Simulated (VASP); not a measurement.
# SnSe (I4/mmm) in VASP: further runs

The runs below take SnSe through electric field gradients, with PBE.

Everything below comes from runs of VASP 6.6.1. Logs are shortened: lines on timing, memory, paths and dates and some standing lists are left out, and cuts for length are marked.

### 1 The cell of the first run

It takes space group I4/mmm (No. 139, tetragonal). The conventional cell has a = 4.225 Å, b = 4.225 Å, c = 6.110 Å, α = 90.00°, β = 90.00°, γ = 90.00°. Sn (site symmetry 4/mmm) has 6 Se at 2.99 to 3.06 Å within 3.9 Å. Se (site symmetry 4/mmm) has 6 Sn at 2.99 to 3.06 Å within 3.9 Å.

### 2 Electric field gradients, PBE (z stretched by +1.5 % at fixed volume)

The input, INCAR:

```
SYSTEM = SnSe
ALGO = Normal
EDIFF = 1E-8
ENCUT = 520
GGA = PE
ISIF = 2
ISMEAR = -1
LASPH = .TRUE.
LCHARG = .FALSE.
LEFG = .TRUE.
LREAL = .FALSE.
LWAVE = .FALSE.
NBANDS = 17
NELM = 80
PREC = Accurate
SIGMA = 0.02
```

The input, KPOINTS:

```
k-points
0
G
  9 9 9
  0 0 0
```

The input, POSCAR:

```
SnSe
1.0
    0.0000000000      2.9876758353      3.0551500000
    2.9876758353      0.0000000000      3.0551500000
    2.9876758353      2.9876758353      0.0000000000
Sn Se
1 1
Direct
    0.0000000000      0.0000000000      0.0000000000
    0.5000000000      0.5000000000      0.5000000000
```

Potentials or basis: VASP PAW PBE potentials, release 64 (Sn_d, Se).

Command:

```
cat potpaw_PBE.64/Sn_d/POTCAR potpaw_PBE.64/Se/POTCAR > POTCAR
mpirun -np 1 vasp_std > vasp.out
```

OUTCAR:

```text
SYSTEM = SnSe
   EDIFF = 1E-8
   ENCUT = 520
   GGA = PE
   ISIF = 2
   ISMEAR = -1
   LASPH = .TRUE.
   LREAL = .FALSE.
   NELM = 80
   PREC = Accurate

 ion  position               nearest neighbor table
   1  0.000  0.000  0.000-   2 2.99   2 2.99   2 2.99   2 2.99   2 3.06   2 3.06
   2  0.500  0.500  0.500-   1 2.99   1 2.99   1 2.99   1 2.99   1 3.06   1 3.06

  LATTYP: Found a body centered tetragonal cell.
 ALAT       =     4.2252116863
 C/A-ratio  =     1.4461523951

  Lattice vectors:

 A1 = (  -2.9876758353,   0.0000000000,   3.0551500000)
 A2 = (   2.9876758353,   0.0000000000,   3.0551500000)
 A3 = (   0.0000000000,   2.9876758353,  -3.0551500000)

Analysis of symmetry for initial positions (statically):
=====================================================================
 Subroutine PRICEL returns:
 Original cell was already a primitive cell.

 Routine SETGRP: Setting up the symmetry group for a
 body centered tetragonal supercell.

 Subroutine GETGRP returns: Found 16 space group operations
 (whereof 16 operations were pure point group operations)
 out of a pool of 16 trial point group operations.

The static configuration has the point symmetry D_4h.

Analysis of symmetry for dynamics (positions and initial velocities):
=====================================================================
 Subroutine PRICEL returns:
 Original cell was already a primitive cell.

 Routine SETGRP: Setting up the symmetry group for a
 body centered tetragonal supercell.

 Subroutine GETGRP returns: Found 16 space group operations
 (whereof 16 operations were pure point group operations)
 out of a pool of 16 trial point group operations.

The dynamic configuration has the point symmetry D_4h.

 Subroutine INISYM returns: Found 16 space group operations
 (whereof 16 operations are pure point group operations),
 and found     1 'primitive' translations

----------------------------------------------------------------------------------------

                                     Primitive cell

  volume of cell :      54.5418

  direct lattice vectors                    reciprocal lattice vectors
     0.000000000  2.987675835  3.055150000    -0.167354167  0.167354167  0.163658086
     2.987675835  0.000000000  3.055150000     0.167354167 -0.167354167  0.163658086
[... 115 lines left out ...]
   LRPA    =     F    only Hartree local field effects (RPA)
 non-spin polarized calculation
  energy-cutoff  :      520.00
  volume of cell :       54.54
 maximum number of plane-waves:      1488
   NGX = 15   NGY = 15   NGZ = 15

 number of electron      20.0000004 magnetization

 Free energy of the ion-electron system (eV)
  ---------------------------------------------------
  ext. energy  EPLUGINS =         0.00000000
  ---------------------------------------------------
  free energy    TOTEN  =        -8.20744131 eV

  energy without entropy =       -8.20744127  energy(sigma->0) =       -8.20744129

 E-fermi :   5.8565     XC(G=0):  -9.5966

 val. band max:        5.6030645470   @ k =  -0.3333   0.1111   0.0000
 cond. band min:       6.1243398764   @ k =  -0.3333  -0.0000   0.1111
 fundamental gap:      0.5212753293
 Fermi energy:         5.8565022563

 k-point     1 :       0.0000    0.0000    0.0000
  band No.  band energies     occupation
      1     -16.0193      2.00000
      2     -16.0182      2.00000
      3     -16.0182      2.00000
      4     -16.0110      2.00000
      5     -16.0081      2.00000
      6      -8.2768      2.00000
[... 457 lines left out ...]
      4     -16.0021      2.00000
      5     -16.0014      2.00000
      6      -7.1679      2.00000
[... 9 lines left out ...]
     16      17.3037      0.00000
     17      18.2301      0.00000

 [... further k-points ...]
[... 5 lines left out ...]
  --------------------------------------------------------------------------------------
  -------------------------------------------------------------------------------------
  Total        0.6726857      0.6726857     -0.2202127      0.0000000      0.0000000      0.0000000
  in kB       19.7602886     19.7602886     -6.4687971      0.0000000      0.0000000      0.0000000
  external PRESSURE =      11.0172600 kB  Pullay stress =       0.0000000 kB

 VOLUME and BASIS-vectors are now :
 -----------------------------------------------------------------------------
  energy-cutoff  :      520.00
  volume of cell :       54.54
      direct lattice vectors                 reciprocal lattice vectors
     0.000000000  2.987675835  3.055150000    -0.167354167  0.167354167  0.163658086
     2.987675835  0.000000000  3.055150000     0.167354167 -0.167354167  0.163658086
     2.987675835  2.987675835  0.000000000     0.167354167  0.167354167 -0.163658086

 POSITION                                       TOTAL-FORCE (eV/Angst)
 -----------------------------------------------------------------------------------
      0.00000      0.00000      0.00000        -0.000000     -0.000000      0.000000
      2.98768      2.98768      3.05515         0.000000      0.000000     -0.000000
 -----------------------------------------------------------------------------------
    total drift:                                0.000000     -0.000000     -0.000000

  FREE ENERGIE OF THE ION-ELECTRON SYSTEM (eV)
  ---------------------------------------------------
  free  energy   TOTEN  =        -8.2074413141 eV

  energy  without entropy=       -8.2074412748  energy(sigma->0) =       -8.20744129

 Electric field gradients (V/A^2)
---------------------------------------------------------------------
 ion       V_xx      V_yy      V_zz      V_xy      V_xz      V_yz
---------------------------------------------------------------------
   1     -15.490   -15.490    30.980     0.002     0.001     0.001
   2      -1.434    -1.434     2.869    -0.000    -0.000    -0.000
---------------------------------------------------------------------

 Electric field gradients after diagonalization (V/A^2)
 (convention: |V_zz| > |V_xx| > |V_yy|)
----------------------------------------------------------------------
 ion       V_xx      V_yy      V_zz     asymmetry (V_yy - V_xx)/ V_zz
----------------------------------------------------------------------
   1     -15.493   -15.488    30.980       0.000
   2      -1.434    -1.434     2.869       0.000
----------------------------------------------------------------------

           NMR quadrupolar parameters

 Cq : quadrupolar parameter    Cq=e*Q*V_zz/h
 eta: asymmetry parameters     (V_yy - V_xx)/ V_zz
 Q  : nuclear electric quadrupole moment in mb (millibarn)
----------------------------------------------------------------------
 ion       Cq(MHz)       eta       Q (mb)
----------------------------------------------------------------------
   1       0.075       0.000       1.000
   2       0.007       0.000       1.000
----------------------------------------------------------------------
```

It took 72 s on 1 thread of Intel Xeon Platinum 8488C (Sapphire Rapids), shared host; peak memory 0.22 GiB.

What came out:

- Free energy: -8.2074 eV
- Pressure: 1.1 GPa
- Band gap on the k mesh: 0.52 eV, indirect (least direct gap 0.57 eV)

Stress tensor (GPa, compression positive):
```
 1.98  0.00  0.00
 0.00  1.98  0.00
 0.00  0.00 -0.65
```

Electric field gradients, principal values (V/Å²):
```
atom    least   middle  greatest (by size)
1 Sn  -15.488  -15.493              30.980
2 Se   -1.434   -1.434               2.869
```

Caveat: without QUAD_EFG the Cq values of the log hold for a quadrupole moment of 1 mb, not for the nuclei; spin-orbit coupling is left out, which moves the levels of the heavy elements. A k mesh can miss the band edges.

### 3 Electric field gradients, PBE (equal xx and yy strain of -3 %)

The input, INCAR:

```
SYSTEM = SnSe
PREC = Accurate
ENCUT = 520
EDIFF = 1E-8
ISMEAR = -1
SIGMA = 0.02
LREAL = .FALSE.
LASPH = .TRUE.
NELM = 100
ALGO = Normal
ISIF = 2
LWAVE = .FALSE.
LCHARG = .FALSE.
GGA = PE
LEFG = .TRUE.
NBANDS = 17
```

The input, KPOINTS:

```
regular mesh
0
G
  9 9 9
  0 0 0
```

The input, POSCAR:

```
SnSe
1.0
    0.0000000000      2.9197000000      3.0100000000
    2.9197000000      0.0000000000      3.0100000000
    2.9197000000      2.9197000000      0.0000000000
Sn Se
1 1
Direct
    0.0000000000      0.0000000000      0.0000000000
    0.5000000000      0.5000000000      0.5000000000
```

Potentials or basis: VASP PAW PBE potentials, release 64 (Sn_d, Se).

Command:

```
cat potpaw_PBE.64/Sn_d/POTCAR potpaw_PBE.64/Se/POTCAR > POTCAR
mpirun -np 1 vasp_std > vasp.out
```

OUTCAR:

```text
SYSTEM = SnSe
   PREC = Accurate
   ENCUT = 520
   EDIFF = 1E-8
   ISMEAR = -1
   LREAL = .FALSE.
   LASPH = .TRUE.
   NELM = 100
   ISIF = 2
   GGA = PE

 ion  position               nearest neighbor table
   1  0.000  0.000  0.000-   2 2.92   2 2.92   2 2.92   2 2.92   2 3.01   2 3.01
   2  0.500  0.500  0.500-   1 2.92   1 2.92   1 2.92   1 2.92   1 3.01   1 3.01

  LATTYP: Found a body centered tetragonal cell.
 ALAT       =     4.1290793381
 C/A-ratio  =     1.4579521262

  Lattice vectors:

 A1 = (  -2.9197000000,   0.0000000000,   3.0100000000)
 A2 = (   2.9197000000,   0.0000000000,   3.0100000000)
 A3 = (   0.0000000000,   2.9197000000,  -3.0100000000)

Analysis of symmetry for initial positions (statically):
=====================================================================
 Subroutine PRICEL returns:
 Original cell was already a primitive cell.

 Routine SETGRP: Setting up the symmetry group for a
 body centered tetragonal supercell.

 Subroutine GETGRP returns: Found 16 space group operations
 (whereof 16 operations were pure point group operations)
 out of a pool of 16 trial point group operations.

The static configuration has the point symmetry D_4h.

Analysis of symmetry for dynamics (positions and initial velocities):
=====================================================================
 Subroutine PRICEL returns:
 Original cell was already a primitive cell.

 Routine SETGRP: Setting up the symmetry group for a
 body centered tetragonal supercell.

 Subroutine GETGRP returns: Found 16 space group operations
 (whereof 16 operations were pure point group operations)
 out of a pool of 16 trial point group operations.

The dynamic configuration has the point symmetry D_4h.

[... 149 lines left out ...]
 fundamental gap:      0.3257314573
 Fermi energy:         6.6232187381

 k-point     1 :       0.0000    0.0000    0.0000
  band No.  band energies     occupation
      1     -15.3182      2.00000
      2     -15.3131      2.00000
      3     -15.3131      2.00000
      4     -15.3056      2.00000
      5     -15.3049      2.00000
      6      -8.0149      2.00000
[... 457 lines left out ...]
      4     -15.2926      2.00000
      5     -15.2926      2.00000
      6      -6.7471      2.00000
[... 9 lines left out ...]
     16      18.5913      0.00000
     17      19.0908      0.00000

 [... further k-points ...]
[... 5 lines left out ...]
  --------------------------------------------------------------------------------------
  -------------------------------------------------------------------------------------
  Total        2.0461211      2.0461211      0.5766523      0.0000000     -0.0000000     -0.0000000
  in kB       63.8805956     63.8805956     18.0032819      0.0000000     -0.0000000     -0.0000000
  external PRESSURE =      48.5881577 kB  Pullay stress =       0.0000000 kB

 VOLUME and BASIS-vectors are now :
 -----------------------------------------------------------------------------
  energy-cutoff  :      520.00
  volume of cell :       51.32
      direct lattice vectors                 reciprocal lattice vectors
     0.000000000  2.919700000  3.010000000    -0.171250471  0.171250471  0.166112957
     2.919700000  0.000000000  3.010000000     0.171250471 -0.171250471  0.166112957
     2.919700000  2.919700000  0.000000000     0.171250471  0.171250471 -0.166112957

 POSITION                                       TOTAL-FORCE (eV/Angst)
 -----------------------------------------------------------------------------------
      0.00000      0.00000      0.00000        -0.000000     -0.000000     -0.000000
      2.91970      2.91970      3.01000         0.000000      0.000000      0.000000
 -----------------------------------------------------------------------------------
    total drift:                                0.000000     -0.000000     -0.000000

  FREE ENERGIE OF THE ION-ELECTRON SYSTEM (eV)
  ---------------------------------------------------
  free  energy   TOTEN  =        -8.1424856129 eV

  energy  without entropy=       -8.1424822879  energy(sigma->0) =       -8.14248395

 Electric field gradients (V/A^2)
---------------------------------------------------------------------
 ion       V_xx      V_yy      V_zz      V_xy      V_xz      V_yz
---------------------------------------------------------------------
   1     -21.662   -21.662    43.323     0.003     0.002     0.002
   2      -2.919    -2.919     5.837    -0.001    -0.000    -0.000
---------------------------------------------------------------------

 Electric field gradients after diagonalization (V/A^2)
 (convention: |V_zz| > |V_xx| > |V_yy|)
----------------------------------------------------------------------
 ion       V_xx      V_yy      V_zz     asymmetry (V_yy - V_xx)/ V_zz
----------------------------------------------------------------------
   1     -21.665   -21.659    43.323       0.000
   2      -2.919    -2.918     5.837       0.000
----------------------------------------------------------------------

           NMR quadrupolar parameters

 Cq : quadrupolar parameter    Cq=e*Q*V_zz/h
 eta: asymmetry parameters     (V_yy - V_xx)/ V_zz
 Q  : nuclear electric quadrupole moment in mb (millibarn)
----------------------------------------------------------------------
 ion       Cq(MHz)       eta       Q (mb)
----------------------------------------------------------------------
   1       0.105       0.000       1.000
   2       0.014       0.000       1.000
----------------------------------------------------------------------
```

stdout:

```text
POSCAR found type information on POSCAR SnSe
 POSCAR found :  2 types and       2 ions
 scaLAPACK will be used
 LDA part: xc-table for (Slater+PW92), standard interpolation
 POSCAR, INCAR and KPOINTS ok, starting setup
 FFT: planning ... GRIDC
 FFT: planning ... GRID_SOFT
 FFT: planning ... GRID
 WAVECAR not read
 entering main loop
ion   1

ion   2
```

Wall time 66 s (1 thread of AMD EPYC 7R13 (Zen 3), shared host); peak memory 0.19 GiB.

What came out:

```
Free energy            : -8.1425 eV
Pressure               : 4.9 GPa
Band gap on the k mesh : 0.33 eV, indirect (least direct gap 0.41 eV)
```

Electric field gradients, principal values (V/Å²):
```
atom    least   middle  greatest (by size)
1 Sn  -21.659  -21.665              43.323
2 Se   -2.918   -2.919               5.837
```

Caveat: the cell differs from its parent crystal (equal xx and yy strain of -3 %); without QUAD_EFG the Cq values of the log hold for a quadrupole moment of 1 mb, not for the nuclei; spin-orbit coupling is left out, which moves the levels of the heavy elements. A k mesh can miss the band edges.

[end of part 1 of 2]
